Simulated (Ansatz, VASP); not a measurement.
Al3Ni2: VASP beside Ansatz

Contents of INCAR:

```
PREC     = Accurate       # precision mode
ENCUT    = 520            # plane-wave cutoff, eV
EDIFF    = 1E-6           # SCF threshold, eV
ISMEAR   = 0              # smearing method
SIGMA    = 0.15           # smearing width, eV
LREAL    = False          # projectors in reciprocal space
LASPH    = True           # aspherical terms in the spheres
NELM     = 100            # most SCF steps
ALGO     = Fast           # electronic algorithm
ISIF     = 2              # what is computed and relaxed
LWAVE    = False          # write WAVECAR
LCHARG   = False          # write CHGCAR
GGA      = PS             # functional
NBANDS   = 22             # bands
```

File KPOINTS:

```
Automatic mesh
0
Gamma
  12 12 10
```

POSCAR

```
Al3Ni2
1.0
    3.9030611522      0.0000000000      0.0000000000
   -1.9515305761      3.3801501104      0.0000000000
    0.0000000000      0.0000000000      4.6164913802
Al Ni
3 2
Direct
    0.0000000000      0.0000000000      0.0000000000
    0.3333333333      0.6666666667      0.6477829059
    0.6666666667      0.3333333333      0.3522170941
    0.3333333333      0.6666666667      0.1455709067
    0.6666666667      0.3333333333      0.8544290933
```

Input for Ansatz:

```yaml
crystal:
  lattice:
    - [3.9030611522, 0.0, 0.0]
    - [-1.9515305761, 3.3801501104, 0.0]
    - [0.0, 0.0, 4.6164913802]
  atoms:
    - { symbol: Al, position: [0.0, 0.0, 0.0] }
    - { symbol: Al, position: [0.3333333333, 0.6666666667, 0.6477829059] }
    - { symbol: Al, position: [0.6666666667, 0.3333333333, 0.3522170941] }
    - { symbol: Ni, position: [0.3333333333, 0.6666666667, 0.1455709067] }
    - { symbol: Ni, position: [0.6666666667, 0.3333333333, 0.8544290933] }
basis:
  ecutwfc: 420
kpoints:
  mp_grid: { grid: [12, 12, 10] }
hamiltonian:
  xc: pbesol
scf:
  occupations: { method: gaussian, width: 0.15 }
output:
  forces: true
  stress: true
  eigenvalues: true
```

Change from the starting cell: strain -0.025 along x and y, -0.050 along z, atoms carried along.

Alike in both runs: task single point; functional PBEsol; k mesh 12 × 12 × 10; occupations gaussian, width 0.15 eV; no spin polarisation.

|  | VASP | Ansatz |
| --- | --- | --- |
| version | VASP 6.6.1 | Ansatz 0.2.0 |
| potentials or method | VASP PAW PBE potentials, release 64 (Al, Ni), cutoff 520 eV | scalar-relativistic, plane waves, PAW |
| valence electrons in the cell | 29 | 45 |

```tsv
	VASP	Ansatz	Ansatz less VASP
gap on the k mesh at the Fermi level (eV)	none	none	-
pressure (GPa)	19.0	18.6	-0.43
traceless stress, the component that is largest in VASP (GPa)	6.20	6.21	+0.007
rms of the force components (eV/Å)	0.095	0.094	-0.0012
```

VASP's potentials were made for PBE, not for PBEsol. Atom by atom the forces differ by 0.006 eV/Å (rms over components). A gap of «none» marks a metal or a gap that the smearing closes. VASP's potentials hold 29 valence electrons a cell and Ansatz's 45, so a difference there can come from the potentials and not from the codes.
